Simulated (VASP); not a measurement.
A run of VASP 6.6.1 is set up as follows.

The input INCAR:

```
PREC = Accurate ; ENCUT = 520
EDIFF = 1E-7 ; ISMEAR = 0
SIGMA = 0.15 ; LREAL = F
LASPH = T ; NELM = 80
ALGO = Normal ; ISIF = 2
LWAVE = F ; LCHARG = T
GGA = PS ; LELF = T
LVHAR = T ; NBANDS = 16
```

The input KPOINTS:

```
Automatic mesh
0
Gamma
  14 14 14
```

POSCAR

```
CoSi2
1.0
    0.0000000000      2.6784009061      2.6784009061
    2.6784009061      0.0000000000      2.6784009061
    2.6784009061      2.6784009061      0.0000000000
Co Si
1 2
Direct
    0.0160744693     -0.0160744693     -0.0160744693
    0.2331347727      0.2668652273      0.2668652273
    0.7331347727      0.7668652273      0.7668652273
```

Potentials or basis: VASP PAW PBE potentials, release 64 (Co, Si).

Run with:

```sh
$ cat potpaw_PBE.64/Co/POTCAR potpaw_PBE.64/Si/POTCAR > POTCAR
$ mpirun -np 1 vasp_std > vasp.out
```

(1) What does it give for the largest force?

(2) Predict the band gap on the k mesh.

(3) Estimate the pressure.

## Answers

(1) 2.022 eV/Å.

(2) zero (an odd number of electrons rules out a gap without spin polarisation).

(3) -2.0 GPa.

Caveat: the cell differs from its parent crystal (atoms displaced along a vibrational mode, the cell strained); the PAW data sets were made with another functional, which shifts forces and pressure a little; an odd number of electrons without spin polarisation forces a metal; a magnetic or distorted state may lie lower.
